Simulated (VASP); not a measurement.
# NaCl (Pm-3m) in VASP: a series of runs, part 3 of 3

VASP 6.6.1. Earlier steps stand in the parts before.

## 4. Electric field gradients, PBEsol (11.81 Å³/atom)

This run uses another cell than the first one, of 11.81 Å³/atom.

The input, INCAR:

```
SYSTEM = NaCl
PREC     = Accurate       ! precision mode
ENCUT    = 520            ! plane-wave cutoff, eV
EDIFF    = 1E-8           ! SCF threshold, eV
ISMEAR   = -1             ! smearing method
SIGMA    = 0.03           ! smearing width, eV
LREAL    = .FALSE.        ! projectors in reciprocal space
LASPH    = .TRUE.         ! aspherical terms in the spheres
NELM     = 80             ! most SCF steps
ALGO     = Normal         ! electronic algorithm
ISIF     = 2              ! what is computed and relaxed
LWAVE    = .FALSE.        ! write WAVECAR
LCHARG   = .FALSE.        ! write CHGCAR
GGA      = PS             ! functional
LEFG     = .TRUE.       
NBANDS   = 14             ! bands
```

The input, KPOINTS:

```
regular mesh
0
G
  9 9 9
  0 0 0
```

The input, POSCAR:

```
NaCl
1.0
    2.8695017309      0.0000000000      0.0000000000
    0.0000000000      2.8695017309      0.0000000000
    0.0000000000      0.0000000000      2.8695017309
Na Cl
1 1
Direct
    0.0000000000      0.0000000000      0.0000000000
    0.5000000000      0.5000000000      0.5000000000
```

Potentials or basis: VASP PAW PBE potentials, release 64 (Na_pv, Cl).

Started as:

```
cat potpaw_PBE.64/Na_pv/POTCAR potpaw_PBE.64/Cl/POTCAR > POTCAR
mpirun -np 1 vasp_std > vasp.out
```

OUTCAR:

```text
SYSTEM = NaCl
   PREC = Accurate
   ENCUT = 520
   EDIFF = 1E-8
   ISMEAR = -1
   LREAL = .FALSE.
   LASPH = .TRUE.
   NELM = 80
   ISIF = 2
   GGA = PS

 ion  position               nearest neighbor table
   1  0.000  0.000  0.000-   2 2.49   2 2.49   2 2.49   2 2.49   2 2.49   2 2.49   2 2.49   2 2.49

   2  0.500  0.500  0.500-   1 2.49   1 2.49   1 2.49   1 2.49   1 2.49   1 2.49   1 2.49   1 2.49

  LATTYP: Found a simple cubic cell.
 ALAT       =     2.8695017309

  Lattice vectors:

 A1 = (   2.8695017309,   0.0000000000,   0.0000000000)
 A2 = (   0.0000000000,   2.8695017309,   0.0000000000)
 A3 = (   0.0000000000,   0.0000000000,   2.8695017309)

Analysis of symmetry for initial positions (statically):
=====================================================================
 Subroutine PRICEL returns:
 Original cell was already a primitive cell.

 Routine SETGRP: Setting up the symmetry group for a
 simple cubic supercell.

 Subroutine GETGRP returns: Found 48 space group operations
[... 597 lines left out ...]
     2.869501731  0.000000000  0.000000000     0.348492559  0.000000000  0.000000000
     0.000000000  2.869501731  0.000000000     0.000000000  0.348492559  0.000000000
     0.000000000  0.000000000  2.869501731     0.000000000  0.000000000  0.348492559

 POSITION                                       TOTAL-FORCE (eV/Angst)
 -----------------------------------------------------------------------------------
      0.00000      0.00000      0.00000         0.000000      0.000000      0.000000
      1.43475      1.43475      1.43475         0.000000      0.000000      0.000000
 -----------------------------------------------------------------------------------
    total drift:                                0.000000     -0.000000     -0.000000

  FREE ENERGIE OF THE ION-ELECTRON SYSTEM (eV)
  ---------------------------------------------------
  free  energy   TOTEN  =        -4.8662715180 eV

  energy  without entropy=       -4.8662715180  energy(sigma->0) =       -4.86627152

 Electric field gradients (V/A^2)
---------------------------------------------------------------------
 ion       V_xx      V_yy      V_zz      V_xy      V_xz      V_yz
---------------------------------------------------------------------
   1       0.000    -0.000    -0.000     0.000     0.000     0.000
   2      -0.000    -0.000     0.000    -0.000     0.000    -0.000
---------------------------------------------------------------------

 Electric field gradients after diagonalization (V/A^2)
 (convention: |V_zz| > |V_xx| > |V_yy|)
----------------------------------------------------------------------
 ion       V_xx      V_yy      V_zz     asymmetry (V_yy - V_xx)/ V_zz
----------------------------------------------------------------------
   1      -0.000     0.000    -0.000      -0.727
   2      -0.000    -0.000     0.000       0.467
----------------------------------------------------------------------

           NMR quadrupolar parameters

 Cq : quadrupolar parameter    Cq=e*Q*V_zz/h
 eta: asymmetry parameters     (V_yy - V_xx)/ V_zz
 Q  : nuclear electric quadrupole moment in mb (millibarn)
----------------------------------------------------------------------
 ion       Cq(MHz)       eta       Q (mb)
----------------------------------------------------------------------
   1      -0.000      -0.727       1.000
   2       0.000       0.467       1.000
----------------------------------------------------------------------
```

OSZICAR:

```text
N       E                     dE             d eps       ncg     rms          rms(c)
DAV:   1     0.107337213704E+03    0.10734E+03   -0.72920E+03  1004   0.123E+03
DAV:   2     0.606580853383E+00   -0.10673E+03   -0.98689E+02  1114   0.331E+02
DAV:   3    -0.507946410312E+01   -0.56860E+01   -0.56578E+01  1226   0.667E+01
DAV:   4    -0.514335465096E+01   -0.63891E-01   -0.63877E-01  1166   0.729E+00
DAV:   5    -0.514429596478E+01   -0.94131E-03   -0.94122E-03  1274   0.922E-01    0.584E+00
DAV:   6    -0.491488336477E+01    0.22941E+00   -0.19902E-01  1364   0.650E+00    0.379E+00
DAV:   7    -0.486838718441E+01    0.46496E-01   -0.10891E-01  1456   0.387E+00    0.163E+00
DAV:   8    -0.486638751772E+01    0.19997E-02   -0.87367E-03  1088   0.110E+00    0.249E-01
DAV:   9    -0.486626777839E+01    0.11974E-03   -0.26795E-04  1312   0.294E-01    0.505E-02
DAV:  10    -0.486627110031E+01   -0.33219E-05   -0.24483E-05  1250   0.997E-02    0.833E-03
DAV:  11    -0.486627140334E+01   -0.30303E-06   -0.40628E-06  1216   0.253E-02    0.575E-03
DAV:  12    -0.486627150646E+01   -0.10312E-06   -0.21652E-07  1154   0.437E-03    0.104E-03
DAV:  13    -0.486627154154E+01   -0.35076E-07   -0.22667E-08  1226   0.101E-03    0.888E-04
DAV:  14    -0.486627151999E+01    0.21550E-07   -0.13387E-09   706   0.285E-04    0.928E-05
DAV:  15    -0.486627151802E+01    0.19668E-08   -0.16992E-10   640   0.119E-04
   1 F= -.48662715E+01 E0= -.48662715E+01  d E =-.203788E-11
```

Wall time 13 s (1 thread of Intel Xeon 8259CL, shared host); peak memory 0.13 GiB.

Results:

- Free energy: -4.8663 eV
- Pressure: 57.6 GPa
- Band gap on the k mesh: 4.59 eV
- Largest electric field gradient by atom: zero within the noise of the run

Levels at points of the mesh, in eV from the valence-band top:
| k point | band 3 | band 4 | band 5 | band 6 | band 7 | band 8 | band 9 | band 10 | band 11 | band 12 |
| --- | --- | --- | --- | --- | --- | --- | --- | --- | --- | --- |
| (0.00, 0.00, 0.00) | -22.49 | -16.87 | -1.21 | -1.21 | -1.21 | 6.61 | 6.61 | 7.16 | 17.86 | 17.86 |

Caveat: the cell stands under pressure; the PAW data sets were made with another functional, which shifts forces and pressure a little; an odd mesh through Γ misses points on the zone boundary, where band edges can lie.

## 5. Electric field gradients, PBEsol (12.16 Å³/atom)

This run uses another cell than the first one, of 12.16 Å³/atom.

The input, INCAR:

```
PREC = Accurate
ENCUT = 520
EDIFF = 1E-8
ISMEAR = -1
SIGMA = 0.03
LREAL = F
LASPH = T
NELM = 80
ALGO = Normal
ISIF = 2
LWAVE = F
LCHARG = F
GGA = PS
LEFG = T
NBANDS = 14
```

The input, KPOINTS:

```
Automatic mesh
0
Gamma
  9 9 9
```

The input, POSCAR:

```
NaCl
1.0
    2.8976358949      0.0000000000      0.0000000000
    0.0000000000      2.8976358949      0.0000000000
    0.0000000000      0.0000000000      2.8976358949
Na Cl
1 1
Direct
    0.0000000000      0.0000000000      0.0000000000
    0.5000000000      0.5000000000      0.5000000000
```

Potentials or basis: VASP PAW PBE potentials, release 64 (Na_pv, Cl).

Started as:

```
cat potpaw_PBE.64/Na_pv/POTCAR potpaw_PBE.64/Cl/POTCAR > POTCAR
mpirun -np 1 vasp_std > vasp.out
```

OUTCAR:

```text
PREC = Accurate
   ENCUT = 520
   EDIFF = 1E-8
   ISMEAR = -1
   LREAL = F
   LASPH = T
   NELM = 80
   ISIF = 2
   GGA = PS

 ion  position               nearest neighbor table
   1  0.000  0.000  0.000-   2 2.51   2 2.51   2 2.51   2 2.51   2 2.51   2 2.51   2 2.51   2 2.51

   2  0.500  0.500  0.500-   1 2.51   1 2.51   1 2.51   1 2.51   1 2.51   1 2.51   1 2.51   1 2.51

  LATTYP: Found a simple cubic cell.
 ALAT       =     2.8976358949

  Lattice vectors:

 A1 = (   2.8976358949,   0.0000000000,   0.0000000000)
 A2 = (   0.0000000000,   2.8976358949,   0.0000000000)
 A3 = (   0.0000000000,   0.0000000000,   2.8976358949)

[... 619 lines left out ...]
  free  energy   TOTEN  =        -5.1043218605 eV

  energy  without entropy=       -5.1043218605  energy(sigma->0) =       -5.10432186

 Electric field gradients (V/A^2)
---------------------------------------------------------------------
 ion       V_xx      V_yy      V_zz      V_xy      V_xz      V_yz
---------------------------------------------------------------------
   1       0.000    -0.000    -0.000     0.000    -0.000    -0.000
   2       0.000    -0.000    -0.000     0.000    -0.000    -0.000
---------------------------------------------------------------------

 Electric field gradients after diagonalization (V/A^2)
 (convention: |V_zz| > |V_xx| > |V_yy|)
----------------------------------------------------------------------
 ion       V_xx      V_yy      V_zz     asymmetry (V_yy - V_xx)/ V_zz
----------------------------------------------------------------------
   1       0.000    -0.000    -0.000       0.165
   2      -0.000     0.000    -0.000      -0.233
----------------------------------------------------------------------

           NMR quadrupolar parameters

 Cq : quadrupolar parameter    Cq=e*Q*V_zz/h
 eta: asymmetry parameters     (V_yy - V_xx)/ V_zz
 Q  : nuclear electric quadrupole moment in mb (millibarn)
----------------------------------------------------------------------
 ion       Cq(MHz)       eta       Q (mb)
----------------------------------------------------------------------
   1      -0.000       0.165       1.000
   2      -0.000      -0.233       1.000
----------------------------------------------------------------------
```

stdout:

```text
POSCAR found type information on POSCAR NaCl
 POSCAR found :  2 types and       2 ions
 scaLAPACK will be used
 -----------------------------------------------------------------------------
|                                                                             |
|                                                                             |
|     You enforced a specific xc type in the INCAR file but a different       |
|     I HOPE YOU KNOW WHAT YOU ARE DOING!                                     |
|                                                                             |
 -----------------------------------------------------------------------------

 LDA part: xc-table for (Slater+PW92), standard interpolation
 POSCAR, INCAR and KPOINTS ok, starting setup
 FFT: planning ... GRIDC
 FFT: planning ... GRID_SOFT
 FFT: planning ... GRID
 WAVECAR not read
 entering main loop
ion   1

ion   2
```

Wall time 16 s (1 thread of Intel Xeon 8259CL, shared host); peak memory 0.13 GiB.

What came out:

| Quantity | Value |
| --- | --- |
| Free energy | -5.1043 eV |
| Pressure | 51.0 GPa |
| Band gap on the k mesh | 4.70 eV |
| Largest electric field gradient by atom | zero within the noise of the run |

Caveat: the cell stands under pressure; the PAW data sets were made with another functional, which shifts forces and pressure a little; an odd mesh through Γ misses points on the zone boundary, where band edges can lie.

## 6. Overview

| cell | gap on the mesh (eV) | pressure (GPa) |
| --- | --- | --- |
| a = 2.841 Å, 2 atoms | 4.48 | 65.2 |
| a = 2.860 Å, 2 atoms | 4.56 | 60.1 |
| a = 2.870 Å, 2 atoms | 4.59 | 57.6 |
| a = 2.898 Å, 2 atoms | 4.70 | 51.0 |

Alike in all rows: task electric field gradients; level PBEsol; potentials or basis VASP PAW PBE potentials, release 64 (Na_pv, Cl); no spin polarisation; k mesh 9 × 9 × 9; cutoff (eV) 520; smearing fermi-dirac 0.03 eV.

Caveats: the cell stands under pressure; the PAW data sets were made with another functional, which shifts forces and pressure a little; an odd mesh through Γ misses points on the zone boundary, where band edges can lie.

Absolute energies hang on the potentials; compare differences alone.
